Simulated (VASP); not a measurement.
Here is a VASP 6.6.1 calculation.

Contents of INCAR:

```
ALGO = Normal
DIPOL = 0.5 0.5 0.500
EDIFF = 1E-6
ENCUT = 520
GGA = PE
IDIPOL = 3
ISIF = 2
ISMEAR = 0
IVDW = 12
LASPH = True
LCHARG = False
LDIPOL = True
LREAL = False
LWAVE = False
NBANDS = 18
NELM = 80
PREC = Accurate
SIGMA = 0.02
```

KPOINTS

```
k-points
0
Gamma
  9 9 1
```

Contents of POSCAR:

```
PtS2
1.0
    3.4470000000      0.0000000000      0.0000000000
   -1.7235000000      2.9851895668      0.0000000000
    0.0000000000      0.0000000000     30.8254864268
S Pt
2 1
Direct
    0.6666666667      0.3333333333      0.4590111902
    0.3333333333      0.6666666667      0.5409888098
    0.0000000000      0.0000000000      0.5000000000
```

Potentials or basis: VASP PAW PBE potentials, release 64 (S, Pt).

Command:

```console
$ cat potpaw_PBE.64/S/POTCAR potpaw_PBE.64/Pt/POTCAR > POTCAR
$ mpirun -np 1 vasp_std > vasp.out
```

(1) What does it give for the largest force?

(2) What does it give for the band gap on the k mesh?

(3) Predict the dispersion energy per atom.

Answers

(1) 0.421 eV/Å.

(2) 1.90 eV (least direct gap 1.99 eV).

(3) -0.291 eV.

Caveat: spin-orbit coupling is left out, which moves the levels of the heavy elements.
